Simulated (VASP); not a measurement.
# Ge (Fd-3m) in VASP: a series of runs, part 3 of 3

VASP 6.6.1. Earlier steps stand in the parts before.

### 5 Relaxation of cell and atoms, r2SCAN

This run uses another cell than the first one, of 23.91 Å³/atom, 1.123 times its volume.

POSCAR reads:

```
Ge
1.0
    0.0000000000      2.8806946128      2.8806946128
    2.8806946128      0.0000000000      2.8806946128
    2.8806946128      2.8806946128      0.0000000000
Ge
2
Direct
    0.0000000000      0.0000000000      0.0000000000
    0.2500000000      0.2500000000      0.2500000000
```

INCAR.step1 reads:

```
PREC = Accurate
ENCUT = 600
ISMEAR = -1
SIGMA = 0.02
LREAL = False
LASPH = True
NELM = 60
GGA = PE
ALGO = Normal
EDIFF = 1E-4
LWAVE = True
LCHARG = False
```

INCAR.step2 reads:

```
PREC = Accurate
ENCUT = 600
EDIFF = 1E-6
ISMEAR = -1
SIGMA = 0.02
LREAL = False
LASPH = True
NELM = 60
ALGO = Normal
ISIF = 3
LWAVE = False
LCHARG = False
METAGGA = R2SCAN
LMIXTAU = True
IBRION = 2
NSW = 80
EDIFFG = -0.005
ISTART = 1
```

KPOINTS reads:

```
Automatic mesh
0
Gamma
  8 8 8
```

Potentials or basis: VASP PAW PBE potentials, release 64 (Ge_d).

Command:

```
$ cat potpaw_PBE.64/Ge_d/POTCAR > POTCAR
$ cp INCAR.step1 INCAR
$ mpirun -np 1 vasp_std > vasp.out
$ cp INCAR.step2 INCAR
$ mpirun -np 1 vasp_std > vasp.out
```

OUTCAR:

```text
PREC = Accurate
   ENCUT = 600
   EDIFF = 1E-6
   ISMEAR = -1
   LREAL = False
   LASPH = True
   NELM = 60
   ISIF = 3
   METAGGA = R2SCAN
   IBRION = 2
   NSW = 80
   EDIFFG = -0.005
   ISTART = 1

 ion  position               nearest neighbor table
   1  0.000  0.000  0.000-   2 2.49   2 2.49   2 2.49   2 2.49
   2  0.250  0.250  0.250-   1 2.49   1 2.49   1 2.49   1 2.49

  LATTYP: Found a face centered cubic cell.
 ALAT       =     5.7613892256

  Lattice vectors:

 A1 = (   0.0000000000,   2.8806946128,   2.8806946128)
 A2 = (   2.8806946128,   0.0000000000,   2.8806946128)
 A3 = (   2.8806946128,   2.8806946128,   0.0000000000)

Analysis of symmetry for initial positions (statically):
=====================================================================
 Subroutine PRICEL returns:
 Original cell was already a primitive cell.

 Routine SETGRP: Setting up the symmetry group for a
 face centered cubic supercell.

 Subroutine GETGRP returns: Found 48 space group operations
 (whereof 24 operations were pure point group operations)
 out of a pool of 48 trial point group operations.

The static configuration has the point symmetry T_d .
 The point group associated with its full space group is O_h .

Analysis of symmetry for dynamics (positions and initial velocities):
=====================================================================
 Subroutine PRICEL returns:
 Original cell was already a primitive cell.

 Routine SETGRP: Setting up the symmetry group for a
 face centered cubic supercell.

 Subroutine GETGRP returns: Found 48 space group operations
 (whereof 24 operations were pure point group operations)
 out of a pool of 48 trial point group operations.

The dynamic configuration has the point symmetry T_d .
 The point group associated with its full space group is O_h .

 Subroutine INISYM returns: Found 48 space group operations
 (whereof 24 operations are pure point group operations),
 and found     1 'primitive' translations

----------------------------------------------------------------------------------------

                                     Primitive cell

  volume of cell :      47.8103

  direct lattice vectors                    reciprocal lattice vectors
     0.000000000  2.880694613  2.880694613    -0.173569249  0.173569249  0.173569249
[... 95 lines left out ...]
   TEBEG  =    0.0;   TEEND  =   0.0 temperature during run
   PSTRESS=    0.0 pullay stress
   NELECT =      28.0000    total number of electrons
   NUPDOWN=      -1.0000    fix difference up-down
   EMIN   =  10.00;   EMAX   =-10.00  energy-range for DOS
   EFERMI =   0.00;   METHOD = LEGACY
   ISMEAR =    -1;   SIGMA  =   0.02  broadening in eV -4-tet -1-fermi 0-gaus
   EFERMI_NEDOS =   21; number of points for ismear=-14 and -15
   IALGO  =     38    algorithm
   IMIX   =      4    mixing-type and parameters
     AMIX     =   0.40;   BMIX     =  1.00
     AMIX_MAG =   1.60;   BMIX_MAG =  1.00
  volume/ion in A,a.u.               =      23.91       161.32
  Fermi-wavevector in a.u.,A,eV,Ry     =   1.369684  2.588327 25.524985  1.876033
  Thomas-Fermi vector in A             =   2.495537
   LORBIT       =      0    0 simple, 1 ext, 2 COOP (PROOUT), +10 PAW based schemes
   METAGGA = R2SCAN    functional components
   LHFCALC =     F    Hartree Fock is set to
   AEXX    =    0.0000 exact exchange contribution
   IVDW    =     0    specifies the selected vdW correction
   LEPSILON=     F    determine dielectric tensor
   LRPA    =     F    only Hartree local field effects (RPA)
 conjugate gradient relaxation of ions
 non-spin polarized calculation
  energy-cutoff  :      600.00
  volume of cell :       47.81
 maximum number of plane-waves:      1639
 NGX is ok and might be reduce to    36
   NGX = 17   NGY = 17   NGZ = 17

--------------------------------------- Ionic step        1  -------------------------------------------

 number of electron      28.0000001 magnetization

 Free energy of the ion-electron system (eV)
  ---------------------------------------------------
  ext. energy  EPLUGINS =         0.00000000
  ---------------------------------------------------
  free energy    TOTEN  =       -27.71854564 eV

  energy without entropy =      -27.71839543  energy(sigma->0) =      -27.71847053

 E-fermi :   4.2966     XC(G=0): -10.5367

 val. band max:        4.2826930339   @ k =   0.0000   0.0000   0.0000
 cond. band min:       4.5500425635   @ k =   0.5000   0.0000   0.0000
 fundamental gap:      0.2673495296
 Fermi energy:         4.2965815707

 k-point     1 :       0.0000    0.0000    0.0000
  band No.  band energies     occupation
      1     -21.1395      2.00000
      2     -21.1395      2.00000
      3     -21.1395      2.00000
      4     -21.1042      2.00000
      5     -21.1042      2.00000
      6     -20.9151      2.00000
[... 710 lines left out ...]
--------------------------------------- Ionic step        7  -------------------------------------------

 number of electron      27.9999992 magnetization

 Free energy of the ion-electron system (eV)
  ---------------------------------------------------
  ext. energy  EPLUGINS =         0.00000000
  ---------------------------------------------------
  free energy    TOTEN  =       -27.73808977 eV

  energy without entropy =      -27.73808865  energy(sigma->0) =      -27.73808921

 E-fermi :   4.8660     XC(G=0): -10.7648

 val. band max:        4.7019846097   @ k =   0.0000   0.0000   0.0000
 cond. band min:       5.0084766352   @ k =   0.0000   0.0000   0.0000
 fundamental gap:      0.3064920255
 Fermi energy:         4.8659792312

 k-point     1 :       0.0000    0.0000    0.0000
  band No.  band energies     occupation
      1     -20.7783      2.00000
      2     -20.7783      2.00000
      3     -20.7783      2.00000
      4     -20.7398      2.00000
      5     -20.7398      2.00000
      6     -20.5279      2.00000
[... 524 lines left out ...]
  FREE ENERGIE OF THE ION-ELECTRON SYSTEM (eV)
  ---------------------------------------------------
  free  energy   TOTEN  =       -27.7380897720 eV

  energy  without entropy=      -27.7380886510  energy(sigma->0) =      -27.73808921

 reached required accuracy - stopping structural energy minimisation
```

OUTCAR.step1:

```text
PREC = Accurate
   ENCUT = 600
   ISMEAR = -1
   LREAL = False
   LASPH = True
[... 727 lines left out ...]
      0.00000      0.00000      0.00000        -0.000000     -0.000000      0.000000
      1.44035      1.44035      1.44035         0.000000      0.000000     -0.000000
 -----------------------------------------------------------------------------------
    total drift:                                0.000000      0.000000      0.000000

  FREE ENERGIE OF THE ION-ELECTRON SYSTEM (eV)
  ---------------------------------------------------
  free  energy   TOTEN  =        -9.0262901282 eV

  energy  without entropy=       -9.0259802603  energy(sigma->0) =       -9.02613519
```

OSZICAR.step1:

```text
N       E                     dE             d eps       ncg     rms          rms(c)
DAV:   1     0.163780060444E+03    0.16378E+03   -0.16543E+04  1078   0.448E+03
DAV:   2     0.125989092746E+02   -0.15118E+03   -0.14885E+03  1044   0.545E+02
DAV:   3    -0.840465918876E+01   -0.21004E+02   -0.20827E+02  1116   0.153E+02
DAV:   4    -0.908594346015E+01   -0.68128E+00   -0.67966E+00  1194   0.317E+01
DAV:   5    -0.909824536277E+01   -0.12302E-01   -0.12300E-01  1188   0.437E+00    0.297E+00
DAV:   6    -0.905005239943E+01    0.48193E-01   -0.22086E-02  1124   0.176E+00    0.177E+00
DAV:   7    -0.902446666081E+01    0.25586E-01   -0.48680E-02  1106   0.228E+00    0.144E-01
DAV:   8    -0.902612879713E+01   -0.16621E-02   -0.61076E-03  1138   0.119E+00    0.421E-02
DAV:   9    -0.902626388644E+01   -0.13509E-03   -0.26980E-04   942   0.277E-01    0.165E-02
DAV:  10    -0.902629012818E+01   -0.26242E-04   -0.62568E-05   828   0.919E-02
   1 F= -.90262901E+01 E0= -.90261352E+01  d E =-.309868E-03
```

Run time: 4.1 min. Hardware: 1 thread of Intel Xeon 6975P-C (Granite Rapids), shared host; peak memory 0.23 GiB.

What came out:

| Property | Result |
| --- | --- |
| Free energy | -27.7381 eV |
| Relaxed volume | 22.87 Å³/atom |
| Relaxed cell | a = 4.014 Å, b = 4.014 Å, c = 4.014 Å, α = 60.00°, β = 60.00°, γ = 60.00° |
| Space group after relaxing (to 0.05 Å) | Fd-3m (No. 227) |
| Energy gained by relaxing | 9.8 meV/atom |
| Ionic steps | 7 |
| Pressure after relaxing | 0.0 GPa |
| Band gap on the k mesh | 0.31 eV, direct |

Step by step:
| step | energy change (eV) | largest force (eV/Å) | pressure (GPa) | volume (Å³) |
| --- | --- | --- | --- | --- |
| 1 | 0.0000 | 0.0000 | -2.75 | 47.81 |
| 2 | -0.0173 | 0.0000 | 1.05 | 45.03 |
| 3 | -0.0196 | 0.0000 | 0.11 | 45.68 |
| 4 | -0.0195 | 0.0000 | -0.06 | 45.75 |
| 5 | -0.0195 | 0.0000 | -0.10 | 45.75 |
| 6 | -0.0195 | 0.0000 | -0.14 | 45.74 |
| 7 | -0.0195 | 0.0000 | -0.02 | 45.74 |

Final structure:
```cif
data_structure
_symmetry_space_group_name_H-M 'P 1'
_symmetry_Int_Tables_number 1
_cell_length_a 4.0144
_cell_length_b 4.0144
_cell_length_c 4.0144
_cell_angle_alpha 60.000
_cell_angle_beta 60.000
_cell_angle_gamma 60.000
_cell_volume 45.74
loop_
_atom_site_label
_atom_site_type_symbol
_atom_site_fract_x
_atom_site_fract_y
_atom_site_fract_z
_atom_site_occupancy
Ge1 Ge 0.00000 0.00000 0.00000 1
Ge2 Ge 0.25000 0.25000 0.25000 1
```

Caveat: the PAW data sets were made with another functional, which shifts forces and pressure a little. A k mesh can miss the band edges.

### 6 Single point, PBE, non-collinear spin, zero start, spin-orbit coupling

This run uses another cell than the first one, of 22.83 Å³/atom, 1.073 times its volume.

INCAR reads:

```
SYSTEM = Ge
PREC = Accurate
ENCUT = 520
EDIFF = 1E-6
ISMEAR = -1
SIGMA = 0.02
LREAL = .FALSE.
LASPH = .TRUE.
NELM = 150
ALGO = Normal
ISIF = 2
LWAVE = .FALSE.
LCHARG = .TRUE.
LNONCOLLINEAR = .TRUE.
MAGMOM = 0 0 0 0 0 0
LORBIT = 11
LSORBIT = .TRUE.
GGA_COMPAT = .FALSE.
LORBMOM = .TRUE.
GGA = PE
LVHAR = .TRUE.
NBANDS = 40
```

KPOINTS reads:

```
Automatic mesh
0
G
  8 8 8
  0 0 0
```

POSCAR reads:

```
Ge
1.0
    0.0000000000      2.8368735119      2.8368735119
    2.8368735119      0.0000000000      2.8368735119
    2.8368735119      2.8368735119      0.0000000000
Ge
2
Direct
    0.0000000000      0.0000000000      0.0000000000
    0.2500000000      0.2500000000      0.2500000000
```

Potentials or basis: VASP PAW PBE potentials, release 64 (Ge_d).

Command:

```
$ cat potpaw_PBE.64/Ge_d/POTCAR > POTCAR
$ mpirun -np 1 vasp_ncl > vasp.out
```

Wall time 68 s (1 thread of Intel Xeon 6975P-C (Granite Rapids), shared host); peak memory 0.31 GiB.

It converged, with:

```yaml
Free_energy: -9.0252 eV
Pressure: 3.0 GPa
Net_moment: 0.00 μB per cell
Valence_electrons_inside_the_program's_atomic_spheres: Ge 12.41
```

Moments on the atoms (μB; x, y, z):
```
Ge  0.00 0.00 0.00
Ge  0.00 0.00 0.00
```

### 7 Summary

| task | level | potentials or basis | spin | cell | cutoff (eV) | gap on the mesh (eV) | pressure (GPa) | relaxed volume (Å³/atom) |
| --- | --- | --- | --- | --- | --- | --- | --- | --- |
| relaxation of cell and atoms | PBE | VASP PAW PBE potentials, release 64 (Ge_d) | off | relaxed from a = 3.919 Å, angles 60.0°, 2 atoms | 600 | none | 0.0 | 23.91 |
| relaxation of cell and atoms | PBEsol | VASP PAW PBE potentials, release 64 (Ge_d) | off | relaxed from a = 4.074 Å, angles 60.0°, 2 atoms | 600 | none | 0.0 | 22.86 |
| relaxation of cell and atoms | LDA | VASP PAW LDA potentials, release 64 (Ge_d) | off | relaxed from a = 4.074 Å, angles 60.0°, 2 atoms | 600 | - | 0.0 | 22.25 |
| relaxation of cell and atoms | r2SCAN | VASP PAW PBE potentials, release 64 (Ge_d) | off | relaxed from a = 4.074 Å, angles 60.0°, 2 atoms | 600 | 0.31 | 0.0 | 22.87 |
| single point | PBE | VASP PAW PBE potentials, release 64 (Ge_d) | non-collinear, zero start, SOC | a = 4.012 Å, angles 60.0°, 2 atoms | 520 | - | 3.0 | - |

Alike in all rows: k mesh 8 × 8 × 8; smearing fermi-dirac 0.02 eV.

Caveats: the PAW data sets were made with another functional, which shifts forces and pressure a little (some runs).

Total energies depend on the potentials used, so only differences within one code and one set of settings carry meaning.
